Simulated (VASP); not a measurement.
# TiAl4 in VASP: single point with PBE

Aim: the single point of TiAl4 with PBE.

All numbers are computed with VASP 6.6.1; they aren't measurements. Logs are shortened: lines on timing, memory, paths and dates and some standing lists are left out, and cuts for length are marked.

### Step 1. The cell of the first run

The cell holds a slab with vacuum, 15 atoms: a = 3.822 Å, b = 5.062 Å, c = 32.216 Å, α = 90.00°, β = 90.00°, γ = 112.18°.

### Step 2. Single point, PBE

File INCAR:

```
SYSTEM = TiAl4
  PREC = Accurate
  ENCUT = 520
  EDIFF = 1E-7
  ISMEAR = 0
  SIGMA = 0.1
  LREAL = Auto
  LASPH = .True.
  NELM = 100
  ALGO = Normal
  ISIF = 2
  LWAVE = .False.
  LCHARG = .False.
  LDIPOL = .True.
  IDIPOL = 3
  DIPOL = 0.5 0.5 0.501
  GGA = PE
  NBANDS = 49
  ISYM = 0
```

File KPOINTS:

```
Automatic mesh
0
Gamma
  7 6 1
  0 0 0
```

File POSCAR:

```
TiAl4
1.0
    3.8222135400      0.0000000000      0.0000000000
   -1.9111067700      4.6879051200      0.0000000000
    0.0000000000      0.0000000000     32.2156279404
Al Ti
12 3
Direct
    0.2915482050      0.5830964100      0.3104083527
    0.5830964150      0.1661928300      0.3374928737
    0.8746446200      0.7492892400      0.3645773948
    0.4577410350      0.9154820700      0.4187464369
    0.7492892400      0.4985784800      0.4458309579
    0.0408374500      0.0816749000      0.4729154790
    0.6252774566      0.2489388881      0.5279305495
    0.9163159364      0.8321016202      0.5559080119
    0.2074035748      0.4147634836      0.5841519948
    0.7961302876      0.5912933757      0.6368282396
    0.0963591082      0.1936484690      0.6702477895
    0.3815250205      0.7628058978      0.6898947283
    0.1661928250      0.3323856500      0.3916619158
    0.3329330205      0.6654699771      0.5008958782
    0.5038047747      1.0065399698      0.6099041792
```

Potentials or basis: VASP PAW PBE potentials, release 64 (Al, Ti_sv).

Launch:

```console
> cat potpaw_PBE.64/Al/POTCAR potpaw_PBE.64/Ti_sv/POTCAR > POTCAR
> mpirun -np 1 vasp_std > vasp.out
```

OUTCAR:

```text
SYSTEM = TiAl4
   PREC = Accurate
   ENCUT = 520
   EDIFF = 1E-7
   ISMEAR = 0
   LREAL = Auto
   LASPH = .True.
   NELM = 100
   ISIF = 2
   GGA = PE
   ISYM = 0

 ion  position               nearest neighbor table
   1  0.292  0.583  0.310-   3 2.70   3 2.70  13 2.87   2 2.87   2 2.87   2 2.87
   2  0.583  0.166  0.337-  13 2.70  13 2.70   4 2.87   1 2.87   1 2.87   3 2.87   3 2.87   3 2.87
                             1 2.87
   3  0.875  0.749  0.365-   4 2.70   1 2.70   4 2.70   1 2.70   5 2.87  13 2.87   2 2.87  13 2.87
                            13 2.87   2 2.87   2 2.87
   4  0.458  0.915  0.419-   6 2.70   3 2.70   6 2.70   3 2.70   2 2.87  13 2.87  13 2.87   5 2.87
                             5 2.87   5 2.87  13 2.87  14 2.89
   5  0.749  0.499  0.446-  13 2.70  13 2.70  14 2.72  14 2.72   3 2.87   6 2.87   6 2.87   4 2.87
                             4 2.87   4 2.87   6 2.87   7 2.89
   6  0.041  0.082  0.473-   4 2.70   4 2.70   7 2.72   7 2.72  13 2.87   5 2.87   5 2.87   5 2.87
                            14 2.88  14 2.88  14 2.88   8 2.92
   7  0.625  0.249  0.528-   6 2.72   6 2.72   9 2.74   9 2.75  14 2.87  14 2.87  14 2.87  15 2.87
                             8 2.88   8 2.88   8 2.88   5 2.89
   8  0.916  0.832  0.556-  15 2.71  15 2.71  14 2.72  14 2.72  10 2.84   7 2.88   7 2.88   9 2.88
                             7 2.88   9 2.88   9 2.88   6 2.92
   9  0.207  0.415  0.584-  10 2.69  10 2.69   7 2.74   7 2.75  15 2.83  15 2.83   8 2.88   8 2.88
                             8 2.88  15 2.90  14 2.93  11 2.96
  10  0.796  0.591  0.637-   9 2.69  12 2.69   9 2.69  12 2.69   8 2.84  15 2.86  15 2.86  15 2.88
                            11 2.88  11 2.88  11 3.02
  11  0.096  0.194  0.670-  12 2.74  12 2.85  12 2.85  15 2.86  15 2.87  10 2.88  10 2.88   9 2.96
                            10 3.02
  12  0.382  0.763  0.690-  10 2.69  10 2.69  11 2.74  15 2.82  11 2.85  11 2.85
  13  0.166  0.332  0.392-   2 2.70   2 2.70   5 2.70   5 2.70   6 2.87   1 2.87   4 2.87   4 2.87
                             3 2.87   3 2.87   3 2.87   4 2.87
  14  0.333  0.665  0.501-   8 2.72   8 2.72   5 2.72   5 2.72   7 2.87   7 2.87   7 2.87   6 2.88
                             6 2.88   6 2.88   4 2.89   9 2.93
  15  0.504  0.007  0.610-   8 2.71   8 2.71  12 2.82   9 2.83   9 2.83  11 2.86  10 2.86  10 2.86
                            11 2.87   7 2.87  10 2.88   9 2.90

IMPORTANT INFORMATION: All symmetrisations will be switched off!
NOSYMM: (Re-)initialisation of all symmetry stuff for point group C_1.

----------------------------------------------------------------------------------------

                                     Primitive cell

  volume of cell :     577.2452

  direct lattice vectors                    reciprocal lattice vectors
     3.822213540  0.000000000  0.000000000     0.261628501  0.106657449  0.000000000
    -1.911106770  4.687905120  0.000000000     0.000000000  0.213314897  0.000000000
     0.000000000  0.000000000 32.215627940     0.000000000  0.000000000  0.031040835

  length of vectors
     3.822213540  5.062487877 32.215627940     0.282533687  0.213314897  0.031040835

  position of ions in fractional coordinates (direct lattice)
     0.291548205  0.583096410  0.310408353
     0.583096415  0.166192830  0.337492874
     0.874644620  0.749289240  0.364577395
     0.457741035  0.915482070  0.418746437
     0.749289240  0.498578480  0.445830958
     0.040837450  0.081674900  0.472915479
     0.625277457  0.248938888  0.527930549
     0.916315936  0.832101620  0.555908012
     0.207403575  0.414763484  0.584151995
     0.796130288  0.591293376  0.636828240
     0.096359108  0.193648469  0.670247790
     0.381525020  0.762805898  0.689894728
     0.166192825  0.332385650  0.391661916
     0.332933021  0.665469977  0.500895878
     0.503804775  0.006539970  0.609904179

  ion indices of the primitive-cell ions
   primitive index   ion index
                 1           1
                 2           2
                 3           3
                 4           4
                 5           5
                 6           6
                 7           7
                 8           8
                 9           9
                10          10
                11          11
                12          12
                13          13
                14          14
                15          15

----------------------------------------------------------------------------------------

 KPOINTS: Automatic mesh

Automatic generation of k-mesh.
 Grid dimensions read from file:
 generate k-points for:    7    6    1

 Generating k-lattice:

  Cartesian coordinates                     Fractional coordinates (reciprocal lattice)
     0.037375500  0.015236778  0.000000000     0.142857143  0.000000000  0.000000000
     0.000000000  0.035552483  0.000000000     0.000000000  0.166666667  0.000000000
     0.000000000  0.000000000  0.031040835     0.000000000  0.000000000  1.000000000

[... 13 lines left out ...]
|           W    W  A    A  R    R  N    N  II  N    N   GGGG   !!!           |
|                                                                             |
|     Your reciprocal lattice and k-lattice belong to different lattice       |
|     classes:                                                                |
|                                                                             |
|        The reciprocal lattice is base centered orthorhombic,                |
|        whereas your k-lattice is simple monoclinic.                         |
|                                                                             |
|     Results are often still useful ...                                      |
|                                                                             |
 -----------------------------------------------------------------------------

 WARNING: IBZKPT: internal override: KBLOWUP is changed to .FALSE.
      ... skipping the blow-up phase ...

 Subroutine IBZKPT returns following result:
 ===========================================

 Found     22 irreducible k-points:

 Following reciprocal coordinates:
            Coordinates               Weight
  0.000000  0.000000  0.000000      1.000000
  0.142857  0.000000  0.000000      2.000000
  0.285714  0.000000  0.000000      2.000000
  0.428571  0.000000  0.000000      2.000000
  0.000000  0.166667  0.000000      2.000000
  0.142857  0.166667  0.000000      2.000000
[... 14 lines left out ...]
  0.285714  0.500000  0.000000      2.000000
  0.428571  0.500000  0.000000      2.000000
   k-points           NKPTS =     22   k-points in BZ     NKDIM =     22   number of bands    NBANDS=     49
   number of dos      NEDOS =    301   number of ions     NIONS =     15
   total plane-waves  NPLWV = 268800
   dimension x,y,z NGX =    28 NGY =   40 NGZ =  240
   dimension x,y,z NGXF=    56 NGYF=   80 NGZF=  480
   ions per type =              12   3
   NGX,Y,Z   is equivalent  to a cutoff of  12.18, 13.14, 12.38 a.u.
   NGXF,Y,Z  is equivalent  to a cutoff of  24.36, 26.27, 24.77 a.u.
 SYSTEM =  TiAl4
   PREC   = accura    normal or accurate (medium, high low for compatibility)
   ISTART =      0    job   : 0-new  1-cont  2-samecut
   ICHARG =      2    charge: 1-file 2-atom 10-const
   ISPIN  =      1    spin polarized calculation?
   LNONCOLLINEAR =      F non collinear calculations
   LSORBIT =      F    spin-orbit coupling
   LASPH  =      T    aspherical Exc in radial PAW
   ENCUT  =  520.0 eV  38.22 Ry    6.18 a.u.   7.11  9.41 59.90*2*pi/ulx,y,z
   NELM   =    100;   NELMIN=  2; NELMDL= -5     # of ELM steps
   EDIFF  = 0.1E-06   stopping-criterion for ELM
   LREAL  =      T    real-space projection
   EDIFFG = 0.1E-05   stopping-criterion for IOM
   NSW    =      0    number of steps for IOM
   IBRION =     -1    ionic relax: 0-MD 1-quasi-New 2-CG
   NFREE  =      0    steps in history (QN), initial steepest desc. (CG)
   ISIF   =      2    stress and relaxation
   ISYM   =      0    0-nonsym 1-usesym 2-fastsym
   POTIM  = 0.5000    time-step for ionic-motion
   TEBEG  =    0.0;   TEEND  =   0.0 temperature during run
   PSTRESS=    0.0 pullay stress
   NELECT =      72.0000    total number of electrons
   NUPDOWN=      -1.0000    fix difference up-down
   EMIN   =  10.00;   EMAX   =-10.00  energy-range for DOS
   EFERMI =   0.00;   METHOD = LEGACY
   ISMEAR =     0;   SIGMA  =   0.10  broadening in eV -4-tet -1-fermi 0-gaus
   EFERMI_NEDOS =   21; number of points for ismear=-14 and -15
   IALGO  =     38    algorithm
   IMIX   =      4    mixing-type and parameters
     AMIX     =   0.40;   BMIX     =  1.00
     AMIX_MAG =   1.60;   BMIX_MAG =  1.00
  volume/ion in A,a.u.               =      38.48       259.70
  Fermi-wavevector in a.u.,A,eV,Ry     =   0.817960  1.545721  9.103100  0.669059
  Thomas-Fermi vector in A             =   1.928502
   LORBIT       =      0    0 simple, 1 ext, 2 COOP (PROOUT), +10 PAW based schemes
   GGA     = PE    functional components
   LHFCALC =     F    Hartree Fock is set to
   AEXX    =    0.0000 exact exchange contribution
   IVDW    =     0    specifies the selected vdW correction
   LEPSILON=     F    determine dielectric tensor
   LRPA    =     F    only Hartree local field effects (RPA)
 non-spin polarized calculation
 Gauss-broadening in eV      SIGMA  =   0.10
  energy-cutoff  :      520.00
  volume of cell :      577.25
 maximum number of plane-waves:     15594
   NGX = 15   NGY = 19   NGZ =119

 dipolmoment           0.000000      0.000000      0.000107 electrons x Angstroem

 number of electron      72.0000002 magnetization

 dipolmoment           0.000000      0.000000     -0.001242 electrons x Angstroem

 Free energy of the ion-electron system (eV)
  ---------------------------------------------------
  ext. energy  EPLUGINS =         0.00000000
  ---------------------------------------------------
  free energy    TOTEN  =       -69.77904431 eV

  energy without entropy =      -69.72754459  energy(sigma->0) =      -69.75329445

 E-fermi :   0.7441     XC(G=0):  -5.0863

 val. band max:        0.7387715739   @ k =   0.0000   0.1667   0.0000
 cond. band min:       0.7578473571   @ k =   0.2857   0.0000   0.0000
 fundamental gap:      0.0190757833
 Fermi energy:         0.7440710655

 k-point     1 :       0.0000    0.0000    0.0000
  band No.  band energies     occupation
      1     -55.8424      2.00000
      2     -55.7813      2.00000
      3     -55.7102      2.00000
      4     -32.1825      2.00000
      5     -32.1184      2.00000
      6     -32.1016      2.00000
[... 1111 lines left out ...]
     47       2.9157      0.00000
     48       3.0970      0.00000
 [bands above 48 left out]

------------------------ aborting loop because EDIFF is reached ----------------------------------------

 vacuum level on the upper side and lower side of the slab       (xc-potential included)        -0.120        -0.105

  FORCE on cell =-STRESS in cart. coord.  units (eV):
  Direction    XX          YY          ZZ          XY          YZ          ZX
  --------------------------------------------------------------------------------------
  -------------------------------------------------------------------------------------
  Total        0.3113185     -2.2431428      1.0190015     -0.0194759      0.5183008     -0.0160179
  in kB        0.8640823     -6.2259717      2.8282972     -0.0540564      1.4385738     -0.0444586
  external PRESSURE =      -0.8445308 kB  Pullay stress =       0.0000000 kB

 VOLUME and BASIS-vectors are now :
 -----------------------------------------------------------------------------
  energy-cutoff  :      520.00
  volume of cell :      577.25
      direct lattice vectors                 reciprocal lattice vectors
     3.822213540  0.000000000  0.000000000     0.261628501  0.106657449  0.000000000
    -1.911106770  4.687905120  0.000000000     0.000000000  0.213314897  0.000000000
     0.000000000  0.000000000 32.215627940     0.000000000  0.000000000  0.031040835

 POSITION                                       TOTAL-FORCE (eV/Angst)
 -----------------------------------------------------------------------------------
     -0.00000      2.73350     10.00000         0.003739      0.088252      0.226507
      1.91111      0.77910     10.87254         0.010038     -0.347719     -0.700674
      1.91111      3.51260     11.74509        -0.013530      0.056766      0.018805
     -0.00000      4.29169     13.49018         0.008612      0.040908     -0.153340
      1.91111      2.33729     14.36272         0.003775      0.036851      0.022234
     -0.00000      0.38288     15.23527        -0.009374      0.036242      0.206592
      1.91420      1.16700     17.00761         0.000207      0.005820      0.001743
      1.91212      3.90081     17.90893        -0.000832     -0.000451     -0.001228
      0.00008      1.94437     18.81882        -0.001983     -0.001099     -0.006536
      1.91296      2.77193     20.51582         0.002917     -0.001415      0.002640
     -0.00178      0.90781     21.59245        -0.002141      0.000904     -0.002201
      0.00047      3.57596     22.22539        -0.002646      0.005869      0.003789
      0.00000      1.55819     12.61763        -0.013679      0.101364      0.388203
      0.00076      3.11966     16.13668         0.004869     -0.001825     -0.012636
      1.91315      0.03066     19.64845         0.010027     -0.020467      0.006101
 -----------------------------------------------------------------------------------
    total drift:                                0.011865     -0.015487     -0.009046

  FREE ENERGIE OF THE ION-ELECTRON SYSTEM (eV)
  ---------------------------------------------------
  free  energy   TOTEN  =       -69.7790443074 eV

  energy  without entropy=      -69.7275445878  energy(sigma->0) =      -69.75329445

 vacuum level on the upper side and lower side of the slab         5.214         5.228
```

Wall time 26 min (1 thread of Intel Xeon Platinum 8259CL at 2.50GHz (Skylake/Cascade Lake), shared host); peak memory 0.78 GiB.

Results:

```yaml
Free_energy: -69.7790 eV
Largest_force: 0.782 eV/Å
Band_gap_on_the_k_mesh: zero (bands 36 and 37 overlap by 0.67 eV)
```

Forces on the atoms (eV/Å):
```
Al   0.004  0.088  0.227
Al   0.010 -0.348 -0.701
Al  -0.014  0.057  0.019
Al   0.009  0.041 -0.153
Al   0.004  0.037  0.022
Al  -0.009  0.036  0.207
Al   0.000  0.006  0.002
Al  -0.001  0.000 -0.001
Al  -0.002 -0.001 -0.007
Al   0.003 -0.001  0.003
Al  -0.002  0.001 -0.002
Al  -0.003  0.006  0.004
Ti  -0.014  0.101  0.388
Ti   0.005 -0.002 -0.013
Ti   0.010 -0.020  0.006
```
